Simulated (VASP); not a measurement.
Wanted: the native input for a VASP 6.6.1 run.

| Quantity | Value |
| --- | --- |
| Task | density of states |
| Functional | PBEsol |
| Potentials or basis | VASP PAW PBE potentials, release 64 (Cl) |
| Cutoff | 520 eV |
| k mesh | 12 × 12 × 12 |
| Occupations | fermi-dirac, width 0.1 eV |
| Spin | no spin polarisation |
| Dipole correction | no |
| k mesh for the DOS | 18 × 18 × 18 |
| Occupations for the DOS | tetrahedron |
| Further INCAR settings | ALGO = Normal; EDIFF = 1e-07; NBANDS = 14 |

Crystal: Cl.

```
Cl
1.0
     0.00000    2.38333    2.38333
     2.38333    0.00000    2.38333
     2.38333    2.38333    0.00000
Cl
2
Direct
  0.87500 0.87500 0.87500
  0.12500 0.12500 0.12500
```

This cell differs from its parent crystal: volume scaled by 0.43.

One way to write it, as run:

POSCAR

```
Cl
1.0
    0.0000000000      2.3833325036      2.3833325036
    2.3833325036      0.0000000000      2.3833325036
    2.3833325036      2.3833325036      0.0000000000
Cl
2
Direct
   -0.1250000000     -0.1250000000     -0.1250000000
    0.1250000000      0.1250000000      0.1250000000
```

INCAR.step1

```
SYSTEM = Cl
  PREC = Accurate
  ENCUT = 520
  EDIFF = 1E-7
  ISMEAR = -1
  SIGMA = 0.1
  LREAL = .False.
  LASPH = .True.
  NELM = 80
  ALGO = Normal
  ISIF = 2
  LWAVE = .False.
  LCHARG = .True.
  GGA = PS
  NBANDS = 14
```

KPOINTS.step1

```
regular mesh
0
Gamma
  12 12 12
  0 0 0
```

INCAR.step2

```
SYSTEM = Cl
  PREC = Accurate
  ENCUT = 520
  EDIFF = 1E-7
  ISMEAR = -5
  SIGMA = 0.1
  LREAL = .False.
  LASPH = .True.
  NELM = 80
  ALGO = Normal
  ISIF = 2
  LWAVE = .False.
  LCHARG = .False.
  GGA = PS
  LORBIT = 11
  NBANDS = 14
  NEDOS = 2001
  ICHARG = 11
```

KPOINTS.step2

```
regular mesh
0
Gamma
  18 18 18
  0 0 0
```

Potentials or basis: VASP PAW PBE potentials, release 64 (Cl).

Run with:

```bash
$ cat potpaw_PBE.64/Cl/POTCAR > POTCAR
$ cp INCAR.step1 INCAR
$ cp KPOINTS.step1 KPOINTS
$ mpirun -np 1 vasp_std > vasp.out
$ cp INCAR.step2 INCAR
$ cp KPOINTS.step2 KPOINTS
$ mpirun -np 1 vasp_std > vasp.out
```

Results of the run:

| Quantity | Value |
| --- | --- |
| Valence electrons inside the program's atomic spheres | Cl 5.04 |

It took 80 s on 1 thread of Intel(R) Xeon(R) Platinum 8375C CPU @ 2.90GHz (Ice Lake), on a shared host, peak memory 0.18 GiB.
